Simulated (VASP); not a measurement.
Runs of VASP 6.6.1 on AsPt. The structure is that of space group Pm-3m (No. 221), or close to it. The cells are those of the table. The cell was generated, and may not be a known phase.

| task | cell | k mesh | cutoff (eV) | gap on the mesh (eV) | pressure (GPa) | relaxed volume (Å³/atom) |
| --- | --- | --- | --- | --- | --- | --- |
| single point | a = 3.186, b = 3.186, c = 3.275 Å, 2 atoms | 6 × 6 × 6 | 520 | none | -0.1 | - |
| relaxation of cell and atoms | relaxed from a = 3.143, b = 3.143, c = 3.386 Å, 2 atoms | 6 × 6 × 6 | 600 | none | 0.1 | (a) |
| relaxation of cell and atoms | relaxed from a = 3.186, b = 3.186, c = 3.275 Å, 2 atoms | 18 × 18 × 16 | 600 | none | 0.0 | 16.72 |
| single point | a = 3.219, b = 3.219, c = 3.227 Å, 2 atoms | 18 × 18 × 16 | 520 | none | 0.0 | - |
| single point | a = 3.143, b = 3.143, c = 3.386 Å, 2 atoms | 6 × 6 × 4 | 520 | none | -0.1 | - |

Alike in all rows: level PBE; potentials or basis VASP PAW PBE potentials, release 64 (As, Pt); no spin polarisation; smearing gaussian 0.1 eV.

Q: Estimate the missing entries.

A: (a) 16.61.

Caveats: some runs use coarse meshes; spin-orbit coupling is left out, which moves the levels of the heavy elements; an odd number of electrons without spin polarisation forces a metal; a magnetic or distorted state may lie lower.

A k mesh can miss the band edges, and the runs leave out spin-orbit coupling on As, Pt.

A gap of «none» marks levels without a gap at the run's occupations.
